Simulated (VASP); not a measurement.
## K: single point with PBE

Crystal: K.

```
K
1.0
     4.46276    2.57658   15.55522
    -4.46276    2.57658   15.55522
     0.00000   -5.15316   15.55522
K
12
Direct
  0.04757 0.54461 0.04757
  0.04757 0.04757 0.54461
  0.54461 0.04757 0.04757
  0.95243 0.45539 0.95243
  0.45539 0.95243 0.95243
  0.95243 0.95243 0.45539
  0.20861 0.70253 0.20861
  0.20861 0.20861 0.70253
  0.70253 0.20861 0.20861
  0.79139 0.29747 0.79139
  0.29747 0.79139 0.79139
  0.79139 0.79139 0.29747
```

- Program: VASP 6.6.1
- Task: single point
- Functional: PBE
- Potentials or basis: VASP PAW PBE potentials, release 64 (K_sv)
- Cutoff: 500 eV
- k mesh: 6 × 6 × 6
- Occupations: gaussian, width 0.1 eV
- Spin: no spin polarisation

| Property | Result |
| --- | --- |
| Pressure | 0.0 GPa |
| Largest force | 0.005 eV/Å |
| Band gap on the k mesh | zero (bands 54 and 55 overlap by 0.78 eV) |

Forces in eV/Å, atoms in the order of the input:
```
K    0.003 -0.002  0.000
K    0.000  0.003  0.000
K   -0.003 -0.002  0.000
K   -0.003  0.002  0.000
K    0.003  0.002  0.000
K    0.000 -0.003  0.000
K    0.004 -0.002 -0.002
K    0.000  0.004 -0.002
K   -0.004 -0.002 -0.002
K   -0.004  0.002  0.002
K    0.004  0.002  0.002
K    0.000 -0.004  0.002
```

Levels at points of the mesh, in eV from the Fermi level:
```tsv
k point	band 52	band 53	band 54	band 55	band 56	band 57
(0.00, 0.00, 0.00)	0.42	0.54	0.57	0.61	0.61	0.62
(0.50, 0.00, 0.00)	-0.81	-0.38	-0.30	0.14	0.19	0.24
(0.50, 0.50, 0.00)	-0.80	-0.22	-0.13	0.02	0.10	0.50
(0.50, 0.50, 0.50)	-0.45	0.47	0.49	0.49	0.77	0.79
```

Wall time 46 min on 4 MPI ranks on AMD EPYC 7R43 64-Core Processor (Zen 3), with other jobs on the host, peak memory 3.2 GiB a rank.
